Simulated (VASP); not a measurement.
# HfN (Fm-3m) in VASP: a series of runs

Runs on HfN. Level: LDA. Tasks: single point.

Program: VASP 6.6.1. These are calculated values, not measurements. Logs are shortened: lines on timing, memory, paths and dates and some standing lists are left out, and cuts for length are marked.

## 1. The cell of the first run

Symmetry: Fm-3m, No. 225, cubic system. Conventional cell: a = 4.482 Å, b = 4.482 Å, c = 4.482 Å, α = 90.00°, β = 90.00°, γ = 90.00°. Within 3.0 Å of Hf (site symmetry m-3m) lie 6 N at 2.24 Å. N (site symmetry m-3m) has 6 Hf at 2.24 Å within 3.0 Å.

## 2. Single point, LDA (11.25 Å³/atom)

The input, INCAR:

```
  PREC = Accurate
  ENCUT = 600
  EDIFF = 1E-6
  ISMEAR = -1
  SIGMA = 0.05
  LREAL = F
  LASPH = T
  NELM = 120
  ALGO = Normal
  ISIF = 2
  LWAVE = F
  LCHARG = F
  GGA = CA
  NBANDS = 14
  GGA_COMPAT = F
```

The input, KPOINTS:

```
Automatic mesh
0
Gamma
  10 10 10
```

The input, POSCAR:

```
HfN
1.0
    0.0000000000      2.2408586042      2.2408586042
    2.2408586042      0.0000000000      2.2408586042
    2.2408586042      2.2408586042      0.0000000000
Hf N
1 1
Direct
    0.0000000000      0.0000000000      0.0000000000
    0.5000000000      0.5000000000      0.5000000000
```

Potentials or basis: VASP PAW LDA potentials, release 64 (Hf_pv, N).

On the command line:

```
$ cat potpaw_LDA.64/Hf_pv/POTCAR potpaw_LDA.64/N/POTCAR > POTCAR
$ mpirun -np 1 vasp_std > vasp.out
```

OUTCAR:

```text
PREC = Accurate
   ENCUT = 600
   EDIFF = 1E-6
   ISMEAR = -1
   LREAL = F
   LASPH = T
   NELM = 120
   ISIF = 2
   GGA = CA

 ion  position               nearest neighbor table
   1  0.000  0.000  0.000-   2 2.24   2 2.24   2 2.24   2 2.24   2 2.24   2 2.24
   2  0.500  0.500  0.500-   1 2.24   1 2.24   1 2.24   1 2.24   1 2.24   1 2.24

  LATTYP: Found a face centered cubic cell.
 ALAT       =     4.4817172084

  Lattice vectors:

 A1 = (   0.0000000000,   2.2408586042,   2.2408586042)
 A2 = (   2.2408586042,   0.0000000000,   2.2408586042)
 A3 = (   2.2408586042,   2.2408586042,   0.0000000000)

Analysis of symmetry for initial positions (statically):
=====================================================================
 Subroutine PRICEL returns:
 Original cell was already a primitive cell.

 Routine SETGRP: Setting up the symmetry group for a
 face centered cubic supercell.

 Subroutine GETGRP returns: Found 48 space group operations
 (whereof 48 operations were pure point group operations)
 out of a pool of 48 trial point group operations.

The static configuration has the point symmetry O_h .

Analysis of symmetry for dynamics (positions and initial velocities):
=====================================================================
 Subroutine PRICEL returns:
 Original cell was already a primitive cell.

 Routine SETGRP: Setting up the symmetry group for a
 face centered cubic supercell.

 Subroutine GETGRP returns: Found 48 space group operations
 (whereof 48 operations were pure point group operations)
 out of a pool of 48 trial point group operations.

The dynamic configuration has the point symmetry O_h .

 Subroutine INISYM returns: Found 48 space group operations
 (whereof 48 operations are pure point group operations),
 and found     1 'primitive' translations

----------------------------------------------------------------------------------------

                                     Primitive cell

  volume of cell :      22.5047

  direct lattice vectors                    reciprocal lattice vectors
     0.000000000  2.240858604  2.240858604    -0.223128759  0.223128759  0.223128759
     2.240858604  0.000000000  2.240858604     0.223128759 -0.223128759  0.223128759
     2.240858604  2.240858604  0.000000000     0.223128759  0.223128759 -0.223128759

  length of vectors
     3.169052629  3.169052629  3.169052629     0.386470348  0.386470348  0.386470348

  position of ions in fractional coordinates (direct lattice)
     0.000000000  0.000000000  0.000000000
     0.500000000  0.500000000  0.500000000

  ion indices of the primitive-cell ions
   primitive index   ion index
                 1           1
                 2           2

----------------------------------------------------------------------------------------

 KPOINTS: Automatic mesh

Automatic generation of k-mesh.
 Grid dimensions read from file:
 generate k-points for:   10   10   10

 Generating k-lattice:

  Cartesian coordinates                     Fractional coordinates (reciprocal lattice)
    -0.022312876  0.022312876  0.022312876     0.100000000  0.000000000  0.000000000
     0.022312876 -0.022312876  0.022312876     0.000000000  0.100000000  0.000000000
     0.022312876  0.022312876 -0.022312876     0.000000000  0.000000000  0.100000000

  Length of vectors
     0.038647035  0.038647035  0.038647035

  Shift w.r.t. Gamma in fractional coordinates (k-lattice)
     0.000000000  0.000000000  0.000000000

 Subroutine IBZKPT returns following result:
 ===========================================

 Found     47 irreducible k-points:

 Following reciprocal coordinates:
            Coordinates               Weight
  0.000000  0.000000  0.000000      1.000000
  0.100000  0.000000  0.000000      8.000000
  0.200000  0.000000  0.000000      8.000000
  0.300000  0.000000  0.000000      8.000000
  0.400000  0.000000  0.000000      8.000000
  0.500000  0.000000  0.000000      4.000000
[... 16 lines left out ...]
  0.300000  0.300000  0.000000      6.000000
  0.400000  0.300000  0.000000     24.000000
 [... further k-points ...]
   k-points           NKPTS =     47   k-points in BZ     NKDIM =     47   number of bands    NBANDS=     14
   number of dos      NEDOS =    301   number of ions     NIONS =      2
   total plane-waves  NPLWV =  21952
   dimension x,y,z NGX =    28 NGY =   28 NGZ =   28
   dimension x,y,z NGXF=    56 NGYF=   56 NGZF=   56
   ions per type =               1   1
   NGX,Y,Z   is equivalent  to a cutoff of  14.69, 14.69, 14.69 a.u.
   NGXF,Y,Z  is equivalent  to a cutoff of  29.38, 29.38, 29.38 a.u.
 SYSTEM =  unknown system
   PREC   = accura    normal or accurate (medium, high low for compatibility)
   ISTART =      0    job   : 0-new  1-cont  2-samecut
   ICHARG =      2    charge: 1-file 2-atom 10-const
   ISPIN  =      1    spin polarized calculation?
   LNONCOLLINEAR =      F non collinear calculations
   LSORBIT =      F    spin-orbit coupling
   LASPH  =      T    aspherical Exc in radial PAW
   ENCUT  =  600.0 eV  44.10 Ry    6.64 a.u.   6.33  6.33  6.33*2*pi/ulx,y,z
   NELM   =    120;   NELMIN=  2; NELMDL= -5     # of ELM steps
   EDIFF  = 0.1E-05   stopping-criterion for ELM
   LREAL  =      F    real-space projection
   EDIFFG = 0.1E-04   stopping-criterion for IOM
   NSW    =      0    number of steps for IOM
   IBRION =     -1    ionic relax: 0-MD 1-quasi-New 2-CG
   NFREE  =      0    steps in history (QN), initial steepest desc. (CG)
   ISIF   =      2    stress and relaxation
   ISYM   =      2    0-nonsym 1-usesym 2-fastsym
   POTIM  = 0.5000    time-step for ionic-motion
   TEBEG  =    0.0;   TEEND  =   0.0 temperature during run
   PSTRESS=    0.0 pullay stress
   NELECT =      15.0000    total number of electrons
   NUPDOWN=      -1.0000    fix difference up-down
   EMIN   =  10.00;   EMAX   =-10.00  energy-range for DOS
   EFERMI =   0.00;   METHOD = LEGACY
   ISMEAR =    -1;   SIGMA  =   0.05  broadening in eV -4-tet -1-fermi 0-gaus
   EFERMI_NEDOS =   21; number of points for ismear=-14 and -15
   IALGO  =     38    algorithm
   IMIX   =      4    mixing-type and parameters
     AMIX     =   0.40;   BMIX     =  1.00
     AMIX_MAG =   1.60;   BMIX_MAG =  1.00
  volume/ion in A,a.u.               =      11.25        75.93
  Fermi-wavevector in a.u.,A,eV,Ry     =   1.430038  2.702379 27.824018  2.045008
  Thomas-Fermi vector in A             =   2.549926
   LORBIT       =      0    0 simple, 1 ext, 2 COOP (PROOUT), +10 PAW based schemes
   GGA     = CA    functional components
   LHFCALC =     F    Hartree Fock is set to
   AEXX    =    0.0000 exact exchange contribution
   IVDW    =     0    specifies the selected vdW correction
   LEPSILON=     F    determine dielectric tensor
   LRPA    =     F    only Hartree local field effects (RPA)
 non-spin polarized calculation
  energy-cutoff  :      600.00
  volume of cell :       22.50
 maximum number of plane-waves:       763
 NGX is ok and might be reduce to    28
   NGX = 13   NGY = 13   NGZ = 13

 number of electron      15.0000002 magnetization

 Free energy of the ion-electron system (eV)
  ---------------------------------------------------
  ext. energy  EPLUGINS =         0.00000000
  ---------------------------------------------------
  free energy    TOTEN  =       -23.86336536 eV

  energy without entropy =      -23.85708232  energy(sigma->0) =      -23.86022384

 E-fermi :   8.4454     XC(G=0): -13.1045

 val. band max:        8.4123557121   @ k =  -0.4000   0.3000   0.0000
 cond. band min:       8.4561050456   @ k =  -0.1000   0.1000   0.0000
 fundamental gap:      0.0437493334
 Fermi energy:         8.4453537974

 k-point     1 :       0.0000    0.0000    0.0000
  band No.  band energies     occupation
      1     -22.4194      2.00000
      2     -22.4194      2.00000
      3     -22.4194      2.00000
      4      -8.9647      2.00000
      5       5.4313      2.00000
      6       5.4313      2.00000
      7       5.4313      2.00000
      8       8.0126      1.99965
      9       8.0126      1.99965
     10       8.0126      1.99965
     11      10.3853      0.00000
     12      10.3853      0.00000
     13      10.6385      0.00000
     14      18.1238      0.00000

 k-point     2 :       0.1000    0.0000    0.0000
  band No.  band energies     occupation
      1     -22.5329      2.00000
      2     -22.4287      2.00000
      3     -22.4287      2.00000
      4      -8.7185      2.00000
      5       4.5030      2.00000
      6       4.8558      2.00000
      7       4.8558      2.00000
      8       8.2704      1.94129
      9       8.3503      1.73992
     10       8.3503      1.73992
     11      11.1602      0.00000
     12      11.1602      0.00000
     13      11.3116      0.00000
     14      18.9090      0.00000

 k-point     3 :       0.2000    0.0000    0.0000
  band No.  band energies     occupation
      1     -22.8170      2.00000
      2     -22.4527      2.00000
      3     -22.4527      2.00000
      4      -8.0581      2.00000
      5       2.8114      2.00000
      6       3.8186      2.00000
      7       3.8186      2.00000
      8       8.6979      0.01273
      9       9.1892      0.00000
     10       9.1892      0.00000
     11      12.7258      0.00000
     12      12.8939      0.00000
     13      12.8939      0.00000
     14      19.8811      0.00000
[... 324 lines left out ...]
 k-point    23 :       0.3000    0.3000    0.0000
  band No.  band energies     occupation
      1     -23.0527      2.00000
      2     -22.6464      2.00000
      3     -22.6464      2.00000
      4      -7.6001      2.00000
      5       1.5803      2.00000
      6       4.5864      2.00000
      7       4.5864      2.00000
      8       5.4003      2.00000
      9      11.7115      0.00000
     10      12.4833      0.00000
     11      12.6085      0.00000
     12      12.6085      0.00000
     13      17.6733      0.00000
     14      19.8740      0.00000

 k-point    24 :       0.4000    0.3000    0.0000
  band No.  band energies     occupation
      1     -23.1736      2.00000
      2     -22.7145      2.00000
      3     -22.6819      2.00000
      4      -7.4952      2.00000
      5       1.8295      2.00000
      6       3.8022      2.00000
      7       4.3171      2.00000
      8       5.8896      2.00000
      9      12.5825      0.00000
     10      13.1592      0.00000
     11      13.2874      0.00000
     12      13.5133      0.00000
     13      17.8393      0.00000
     14      19.7941      0.00000

 [... further k-points ...]

------------------------ aborting loop because EDIFF is reached ----------------------------------------

  FORCE on cell =-STRESS in cart. coord.  units (eV):
  Direction    XX          YY          ZZ          XY          YZ          ZX
  --------------------------------------------------------------------------------------
  -------------------------------------------------------------------------------------
  Total       -0.5569994     -0.5569994     -0.5569994      0.0000000     -0.0000000      0.0000000
  in kB      -39.6544514    -39.6544514    -39.6544514      0.0000000     -0.0000000      0.0000000
  external PRESSURE =     -39.6544514 kB  Pullay stress =       0.0000000 kB

 VOLUME and BASIS-vectors are now :
 -----------------------------------------------------------------------------
  energy-cutoff  :      600.00
  volume of cell :       22.50
      direct lattice vectors                 reciprocal lattice vectors
     0.000000000  2.240858604  2.240858604    -0.223128759  0.223128759  0.223128759
     2.240858604  0.000000000  2.240858604     0.223128759 -0.223128759  0.223128759
     2.240858604  2.240858604  0.000000000     0.223128759  0.223128759 -0.223128759

 POSITION                                       TOTAL-FORCE (eV/Angst)
 -----------------------------------------------------------------------------------
      0.00000      0.00000      0.00000         0.000000      0.000000      0.000000
      2.24086      2.24086      2.24086        -0.000000     -0.000000     -0.000000
 -----------------------------------------------------------------------------------
    total drift:                                0.000000      0.000000      0.000000

  FREE ENERGIE OF THE ION-ELECTRON SYSTEM (eV)
  ---------------------------------------------------
  free  energy   TOTEN  =       -23.8633653605 eV

  energy  without entropy=      -23.8570823226  energy(sigma->0) =      -23.86022384
```

Wall time 22 s (1 thread of Intel Xeon Platinum 8259CL at 2.50GHz (Skylake/Cascade Lake), shared host); peak memory 0.15 GiB.

What came out:

| Property | Result |
| --- | --- |
| Free energy | -23.8634 eV |
| Pressure | -4.0 GPa |
| Band gap on the k mesh | zero (an odd number of electrons rules out a gap without spin polarisation) |

Caveat: the cell stands under tension; spin-orbit coupling is left out, which moves the levels of the heavy elements; an odd number of electrons without spin polarisation forces a metal; a magnetic or distorted state may lie lower.

(Part 1 of 2 ends here.)

The gap in the log of VASP goes by the Fermi energy; the results here count the filled bands.